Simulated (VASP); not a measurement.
# Ti4C in VASP: notebook

The runs below take Ti4C through single point, with PBE.

All numbers are computed with VASP 6.6.1; they aren't measurements. Logs are shortened: lines on timing, memory, paths and dates and some standing lists are left out, and cuts for length are marked.

## 1. The cell of the first run

The cell holds a slab with vacuum, 5 atoms: a = 3.255 Å, b = 3.255 Å, c = 20.179 Å, α = 90.00°, β = 90.00°, γ = 90.00°.

## 2. Single point, PBE

Input file INCAR:

```
SYSTEM = Ti4C
PREC = Accurate
ENCUT = 520
EDIFF = 1E-6
ISMEAR = 0
SIGMA = 0.1
LREAL = .FALSE.
LASPH = .TRUE.
NELM = 60
ALGO = Normal
ISIF = 2
LWAVE = .FALSE.
LCHARG = .FALSE.
LDIPOL = .TRUE.
IDIPOL = 3
DIPOL = 0.5 0.5 0.351
GGA = PE
NBANDS = 34
```

Input file KPOINTS:

```
regular mesh
0
G
  8 8 1
  0 0 0
```

Input file POSCAR:

```
Ti4C
1.0
    3.2553359278      0.0000000000      0.0000000000
    0.0000000000      3.2553359278      0.0000000000
    0.0000000000      0.0000000000     20.1793674396
Ti C
4 1
Direct
    0.5000000000      0.5000000000      0.1982222690
    0.0000000000      0.0000000000      0.2788822782
    0.5000000000      0.5000000000      0.3551865237
    0.0000000000      0.0000000000      0.4301109767
    0.2500000000      0.2500000000      0.4929887066
```

Potentials or basis: VASP PAW PBE potentials, release 64 (Ti_sv, C).

On the command line:

```
$ cat potpaw_PBE.64/Ti_sv/POTCAR potpaw_PBE.64/C/POTCAR > POTCAR
$ mpirun -np 1 vasp_std > vasp.out
```

OUTCAR:

```text
SYSTEM = Ti4C
   PREC = Accurate
   ENCUT = 520
   EDIFF = 1E-6
   ISMEAR = 0
   LREAL = .FALSE.
   LASPH = .TRUE.
   NELM = 60
   ISIF = 2
   GGA = PE

 ion  position               nearest neighbor table
   1  0.500  0.500  0.198-   2 2.82   2 2.82   2 2.82   2 2.82
   2  0.000  0.000  0.279-   3 2.77   3 2.77   3 2.77   3 2.77   1 2.82   1 2.82   1 2.82   1 2.82

   3  0.500  0.500  0.355-   4 2.75   4 2.75   4 2.75   4 2.75   2 2.77   2 2.77   2 2.77   2 2.77

   4  0.000  0.000  0.430-   5 1.71   3 2.75   3 2.75   3 2.75   3 2.75
   5  0.250  0.250  0.493-   4 1.71

  LATTYP: Found a simple tetragonal cell.
 ALAT       =     3.2553359278
 C/A-ratio  =     6.1988587007

  Lattice vectors:

 A1 = (   3.2553359278,   0.0000000000,   0.0000000000)
 A2 = (   0.0000000000,   3.2553359278,   0.0000000000)
 A3 = (   0.0000000000,   0.0000000000,  20.1793674396)

Analysis of symmetry for initial positions (statically):
=====================================================================
 Subroutine PRICEL returns:
 Original cell was already a primitive cell.

 Routine SETGRP: Setting up the symmetry group for a
 simple tetragonal supercell.

 Subroutine GETGRP returns: Found  2 space group operations
 (whereof  2 operations were pure point group operations)
 out of a pool of 16 trial point group operations.

The static configuration has the point symmetry C_1h.

Analysis of symmetry for dynamics (positions and initial velocities):
=====================================================================
 Subroutine PRICEL returns:
 Original cell was already a primitive cell.

 Routine SETGRP: Setting up the symmetry group for a
 simple tetragonal supercell.

 Subroutine GETGRP returns: Found  2 space group operations
 (whereof  2 operations were pure point group operations)
 out of a pool of 16 trial point group operations.

The dynamic configuration has the point symmetry C_1h.

 Subroutine INISYM returns: Found  2 space group operations
 (whereof  2 operations are pure point group operations),
 and found     1 'primitive' translations

----------------------------------------------------------------------------------------

                                     Primitive cell

  volume of cell :     213.8450

[... 94 lines left out ...]
   IBRION =     -1    ionic relax: 0-MD 1-quasi-New 2-CG
   NFREE  =      0    steps in history (QN), initial steepest desc. (CG)
   ISIF   =      2    stress and relaxation
   ISYM   =      2    0-nonsym 1-usesym 2-fastsym
   POTIM  = 0.5000    time-step for ionic-motion
   TEBEG  =    0.0;   TEEND  =   0.0 temperature during run
   PSTRESS=    0.0 pullay stress
   NELECT =      52.0000    total number of electrons
   NUPDOWN=      -1.0000    fix difference up-down
   EMIN   =  10.00;   EMAX   =-10.00  energy-range for DOS
   EFERMI =   0.00;   METHOD = LEGACY
   ISMEAR =     0;   SIGMA  =   0.10  broadening in eV -4-tet -1-fermi 0-gaus
   EFERMI_NEDOS =   21; number of points for ismear=-14 and -15
   IALGO  =     38    algorithm
   IMIX   =      4    mixing-type and parameters
     AMIX     =   0.40;   BMIX     =  1.00
     AMIX_MAG =   1.60;   BMIX_MAG =  1.00
  volume/ion in A,a.u.               =      42.77       288.62
  Fermi-wavevector in a.u.,A,eV,Ry     =   1.021824  1.930968 14.206181  1.044125
  Thomas-Fermi vector in A             =   2.155470
   LORBIT       =      0    0 simple, 1 ext, 2 COOP (PROOUT), +10 PAW based schemes
   GGA     = PE    functional components
   LHFCALC =     F    Hartree Fock is set to
   AEXX    =    0.0000 exact exchange contribution
   IVDW    =     0    specifies the selected vdW correction
   LEPSILON=     F    determine dielectric tensor
   LRPA    =     F    only Hartree local field effects (RPA)
 non-spin polarized calculation
 Gauss-broadening in eV      SIGMA  =   0.10
  energy-cutoff  :      520.00
  volume of cell :      213.85
 maximum number of plane-waves:      5808
   NGX = 13   NGY = 13   NGZ = 75

 dipolmoment           0.000000      0.000000     -0.019933 electrons x Angstroem

 number of electron      52.0000023 magnetization

 dipolmoment           0.000000      0.000000      0.203028 electrons x Angstroem

 Free energy of the ion-electron system (eV)
  ---------------------------------------------------
  ext. energy  EPLUGINS =         0.00000000
  ---------------------------------------------------
  free energy    TOTEN  =       -34.79714248 eV

  energy without entropy =      -34.75168733  energy(sigma->0) =      -34.77441491

 E-fermi :  -0.3891     XC(G=0):  -5.1101

 val. band max:       -0.4047832827   @ k =   0.3750   0.0000   0.0000
 cond. band min:      -0.3815309148   @ k =   0.5000   0.0000   0.0000
 fundamental gap:      0.0232523679
 Fermi energy:        -0.3891280319

 k-point     1 :       0.0000    0.0000    0.0000
  band No.  band energies     occupation
      1     -57.4507      2.00000
      2     -56.8122      2.00000
      3     -56.6348      2.00000
      4     -56.2898      2.00000
      5     -33.7977      2.00000
      6     -33.6194      2.00000
[... 766 lines left out ...]
     33       1.7780      0.00000
     34       2.2157      0.00000

------------------------ aborting loop because EDIFF is reached ----------------------------------------

 vacuum level on the upper side and lower side of the slab       (xc-potential included)         1.679        -1.792

  FORCE on cell =-STRESS in cart. coord.  units (eV):
  Direction    XX          YY          ZZ          XY          YZ          ZX
  --------------------------------------------------------------------------------------
  -------------------------------------------------------------------------------------
  Total       -0.9442424     -0.9442424      0.1447866      1.5388258      3.2218444      3.2218451
  in kB       -7.0744863     -7.0744863      1.0847752     11.5292447     24.1388168     24.1388216
  external PRESSURE =      -4.3547325 kB  Pullay stress =       0.0000000 kB

 VOLUME and BASIS-vectors are now :
 -----------------------------------------------------------------------------
  energy-cutoff  :      520.00
  volume of cell :      213.85
      direct lattice vectors                 reciprocal lattice vectors
     3.255335928  0.000000000  0.000000000     0.307187959  0.000000000  0.000000000
     0.000000000  3.255335928  0.000000000     0.000000000  0.307187959  0.000000000
     0.000000000  0.000000000 20.179367440     0.000000000  0.000000000  0.049555567

 POSITION                                       TOTAL-FORCE (eV/Angst)
 -----------------------------------------------------------------------------------
      1.62767      1.62767      4.00000        -0.082236     -0.082236      0.545630
      0.00000      0.00000      5.62767         0.112503      0.112503     -0.573350
      1.62767      1.62767      7.16744         0.061937      0.061937     -0.550678
      0.00000      0.00000      8.67937        -2.672953     -2.672953      0.478114
      0.81383      0.81383      9.94820         2.580749      2.580749      0.100283
 -----------------------------------------------------------------------------------
    total drift:                                0.000096      0.000096      0.000062

  FREE ENERGIE OF THE ION-ELECTRON SYSTEM (eV)
  ---------------------------------------------------
  free  energy   TOTEN  =       -34.7971424836 eV

  energy  without entropy=      -34.7516873282  energy(sigma->0) =      -34.77441491

 vacuum level on the upper side and lower side of the slab         6.285         2.733
```

Wall time 2.2 min (1 thread of Intel Xeon 6975P-C (Granite Rapids), shared host); peak memory 0.34 GiB.

What came out:

```
Free energy            : -34.7971 eV
Largest force          : 3.810 eV/Å
Band gap on the k mesh : zero (band 26 reaches -0.14 eV, above the bottom of band 27 at -0.70 eV)
```

Forces in eV/Å, atoms in the order of the input:
```
Ti  -0.082 -0.082  0.546
Ti   0.113  0.113 -0.573
Ti   0.062  0.062 -0.551
Ti  -2.673 -2.673  0.478
C    2.581  2.581  0.100
```

Levels at points of the mesh, in eV from the Fermi level:
```
           k point  band 22  band 23  band 24  band 25  band 26  band 27  band 28  band 29  band 30  band 31
(0.00, 0.00, 0.00)    -1.88    -1.13    -0.52     0.18     0.21     0.94     0.95     1.08     1.13     1.29
(0.50, 0.00, 0.00)    -1.29    -0.52    -0.41    -0.12     0.01     0.22     0.44     0.95     1.18     1.32
(0.50, 0.50, 0.00)    -0.82    -0.66    -0.60    -0.44    -0.38    -0.22     0.25     0.80     1.39     1.97
```

## 3. Single point, PBE

Input file INCAR:

```
SYSTEM = Ti4C
  PREC = Accurate
  ENCUT = 520
  EDIFF = 1E-6
  ISMEAR = 0
  SIGMA = 0.1
  LREAL = .FALSE.
  LASPH = .TRUE.
  NELM = 60
  ALGO = Normal
  ISIF = 2
  LWAVE = .FALSE.
  LCHARG = .TRUE.
  LDIPOL = .TRUE.
  IDIPOL = 3
  DIPOL = 0.5 0.5 0.356
  GGA = PE
  LELF = .TRUE.
  LVHAR = .TRUE.
  LVACPOTAV = .TRUE.
  NBANDS = 34
```

KPOINTS is that of step 2.

POSCAR, as its differences from that of step 2:

```diff
@@ -12,2 +12,2 @@
     0.0000000000      0.0000000000      0.4301109767
-    0.2500000000      0.2500000000      0.4929887066
+    0.1250000000      0.1250000000      0.5162389126
```

Potentials or basis: VASP PAW PBE potentials, release 64 (Ti_sv, C).

On the command line:

```
$ cat potpaw_PBE.64/Ti_sv/POTCAR potpaw_PBE.64/C/POTCAR > POTCAR
$ mpirun -np 1 vasp_std > vasp.out
```

It took 2.2 min on 1 thread of Intel Xeon 6975P-C (Granite Rapids), shared host; peak memory 0.34 GiB.

The run converged. Its results:

```
Free energy            : -33.4606 eV
Largest force          : 1.670 eV/Å
Band gap on the k mesh : zero (band 26 reaches -0.00 eV, above the bottom of band 27 at -0.67 eV)
```

Forces on the atoms (eV/Å):
```
Ti  -0.044 -0.044  0.516
Ti   0.111  0.111 -0.296
Ti   0.096  0.096 -0.713
Ti  -1.142 -1.142  0.423
C    0.979  0.979  0.070
```

Levels at points of the mesh, in eV from the Fermi level:
```
           k point  band 23  band 24  band 25  band 26  band 27  band 28  band 29  band 30
(0.00, 0.00, 0.00)    -0.81    -0.33     0.22     0.42     0.91     0.91     1.00     1.00
(0.50, 0.00, 0.00)    -0.48    -0.30    -0.15    -0.07     0.10     0.61     0.99     1.16
(0.50, 0.50, 0.00)    -0.63    -0.58    -0.41    -0.39    -0.21     0.08     0.35     0.83
```

## 4. Single point, PBE

Input file INCAR:

```
PREC = Accurate ; ENCUT = 520
EDIFF = 1E-6 ; ISMEAR = 0
SIGMA = 0.1 ; LREAL = False
LASPH = True ; NELM = 60
ALGO = Normal ; ISIF = 2
LWAVE = False ; LCHARG = False
LDIPOL = True ; IDIPOL = 3
DIPOL = 0.5 0.5 0.342 ; GGA = PE
NBANDS = 34
```

Input file KPOINTS:

```
Automatic mesh
0
Gamma
  8 8 1
```

POSCAR, as its differences from that of step 3:

```diff
@@ -12,2 +12,2 @@
     0.0000000000      0.0000000000      0.4301109767
-    0.1250000000      0.1250000000      0.5162389126
+    0.3750000000      0.3750000000      0.4499718162
```

Potentials or basis: VASP PAW PBE potentials, release 64 (Ti_sv, C).

On the command line:

```
$ cat potpaw_PBE.64/Ti_sv/POTCAR potpaw_PBE.64/C/POTCAR > POTCAR
$ mpirun -np 1 vasp_std > vasp.out
```

OUTCAR:

```text
PREC = Accurate
   ENCUT = 520
   EDIFF = 1E-6
   ISMEAR = 0
   LREAL = False
   LASPH = True
   NELM = 60
   ISIF = 2
   GGA = PE

 ion  position               nearest neighbor table
   1  0.500  0.500  0.198-   2 2.82   2 2.82   2 2.82   2 2.82
   2  0.000  0.000  0.279-   3 2.77   3 2.77   3 2.77   3 2.77   1 2.82   1 2.82   1 2.82   1 2.82

   3  0.500  0.500  0.355-   5 2.00   4 2.75   4 2.75   4 2.75   4 2.75   2 2.77   2 2.77   2 2.77
                             2 2.77
   4  0.000  0.000  0.430-   5 1.77   5 2.41   5 2.41   3 2.75   3 2.75   3 2.75   3 2.75
   5  0.375  0.375  0.450-   4 1.77   3 2.00   4 2.41   4 2.41

  LATTYP: Found a simple tetragonal cell.
 ALAT       =     3.2553359278
 C/A-ratio  =     6.1988587007

[... 978 lines left out ...]
  Total        0.3530491      0.3530491      2.5449756      3.5143784      0.9483904      0.9483909
  in kB        2.6451266      2.6451266     19.0675564     26.3305505      7.1055639      7.1055680
  external PRESSURE =       8.1192699 kB  Pullay stress =       0.0000000 kB

 VOLUME and BASIS-vectors are now :
 -----------------------------------------------------------------------------
  energy-cutoff  :      520.00
  volume of cell :      213.85
      direct lattice vectors                 reciprocal lattice vectors
     3.255335928  0.000000000  0.000000000     0.307187959  0.000000000  0.000000000
     0.000000000  3.255335928  0.000000000     0.000000000  0.307187959  0.000000000
     0.000000000  0.000000000 20.179367440     0.000000000  0.000000000  0.049555567

 POSITION                                       TOTAL-FORCE (eV/Angst)
 -----------------------------------------------------------------------------------
      1.62767      1.62767      4.00000        -0.047108     -0.047108      0.326027
      0.00000      0.00000      5.62767         0.070369      0.070369     -0.742948
      1.62767      1.62767      7.16744         0.119693      0.119693     -1.199697
      0.00000      0.00000      8.67937        -2.947445     -2.947445      1.577415
      1.22075      1.22075      9.08015         2.804491      2.804491      0.039203
 -----------------------------------------------------------------------------------
    total drift:                               -0.000027     -0.000027     -0.000007

  FREE ENERGIE OF THE ION-ELECTRON SYSTEM (eV)
  ---------------------------------------------------
  free  energy   TOTEN  =       -37.9808849706 eV

  energy  without entropy=      -37.9469567503  energy(sigma->0) =      -37.96392086

 vacuum level on the upper side and lower side of the slab         5.012         3.361
```

stdout:

```text
POSCAR found type information on POSCAR TiC
 POSCAR found :  2 types and       5 ions
 scaLAPACK will be used
 LDA part: xc-table for (Slater+PW92), standard interpolation
 POSCAR, INCAR and KPOINTS ok, starting setup
 FFT: planning ... GRIDC
 FFT: planning ... GRID_SOFT
 FFT: planning ... GRID
 WAVECAR not read
 entering main loop
```

Run time: 2.1 min. Hardware: 1 thread of Intel Xeon 6975P-C (Granite Rapids), shared host; peak memory 0.34 GiB.

What came out:

```
Free energy            : -37.9809 eV
Largest force          : 4.457 eV/Å
Band gap on the k mesh : zero (band 26 reaches 0.53 eV, above the bottom of band 27 at -0.05 eV)
```

Forces on the atoms (eV/Å):
```
Ti  -0.047 -0.047  0.326
Ti   0.070  0.070 -0.743
Ti   0.120  0.120 -1.200
Ti  -2.947 -2.947  1.577
C    2.804  2.804  0.039
```

Levels at points of the mesh, in eV from the Fermi level:
```csv
k point,band 24,band 25,band 26,band 27,band 28,band 29
"(0.00, 0.00, 0.00)",-1.28,0.11,0.21,0.91,0.96,0.98
"(0.50, 0.00, 0.00)",-0.45,-0.15,0.08,0.18,0.35,0.85
"(0.50, 0.50, 0.00)",-0.62,-0.51,-0.22,-0.04,-0.02,0.94
```
